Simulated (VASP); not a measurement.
Here is a VASP 6.6.1 calculation.

File INCAR:

```
PREC = Accurate ; ENCUT = 520
EDIFF = 1E-7 ; ISMEAR = 0
SIGMA = 0.1 ; LREAL = False
LASPH = True ; NELM = 150
ALGO = Normal ; ISIF = 2
LWAVE = False ; LCHARG = True
ISPIN = 2 ; MAGMOM = 0.12 0.12 0.18 1.49
LORBIT = 11 ; NUPDOWN = 1.88
LMAXMIX = 4 ; GGA = PE
LELF = True ; LVHAR = True
NBANDS = 22
```

File KPOINTS:

```
Automatic mesh
0
Gamma
  12 12 12
```

The input POSCAR:

```
CoSi3
1.0
    0.0000000000      2.9483370208      2.9483370208
    2.9483370208      0.0000000000      2.9483370208
    2.9483370208      2.9483370208      0.0000000000
Si Co
3 1
Direct
    0.2500000000      0.2500000000      0.2500000000
    0.7500000000      0.7500000000      0.7500000000
    0.5000000000      0.5000000000      0.5000000000
    0.0000000000      0.0000000000      0.0000000000
```

Potentials or basis: VASP PAW PBE potentials, release 64 (Si, Co).

Launch:

```bash
$ cat potpaw_PBE.64/Si/POTCAR potpaw_PBE.64/Co/POTCAR > POTCAR
$ mpirun -np 1 vasp_std > vasp.out
```

Question: Predict the pressure.

Answer: 1.3 GPa.

Caveat: the total moment is fixed, so each spin has its own Fermi level.
